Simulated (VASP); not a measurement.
Input of a VASP 6.6.1 run:

The input INCAR:

```
PREC = Accurate ; ENCUT = 500
EDIFF = 1E-6 ; ISMEAR = 0
SIGMA = 0.01 ; LREAL = F
LASPH = T ; NELM = 120
ALGO = Normal ; ISIF = 2
LWAVE = F ; LCHARG = F
GGA = PS ; IVDW = 12
NBANDS = 11 ; GGA_COMPAT = F
```

KPOINTS

```
regular mesh
0
Gamma
  6 6 6
```

The input POSCAR:

```
Si
1.0
    0.0000000000      2.6675585708      2.6675585708
    2.6675585708      0.0000000000      2.6675585708
    2.6675585708      2.6675585708      0.0000000000
Si
2
Direct
    0.7500000000      0.7500000000      0.7500000000
    0.5000000000      0.5000000000      0.5000000000
```

Potentials or basis: VASP PAW PBE potentials, release 64 (Si).

Run with:

```sh
$ cat potpaw_PBE.64/Si/POTCAR > POTCAR
$ mpirun -np 1 vasp_std > vasp.out
```

Problem. What does it give for the pressure?

Solution. 3.8 GPa.

Problem. Predict the dispersion energy per atom.

Solution. -0.285 eV.

Problem. Estimate the band gap on the k mesh.

Solution. 0.47 eV, indirect (least direct gap 2.53 eV).

Caveat: the PAW data sets were made with another functional, which shifts forces and pressure a little. A k mesh can miss the band edges.
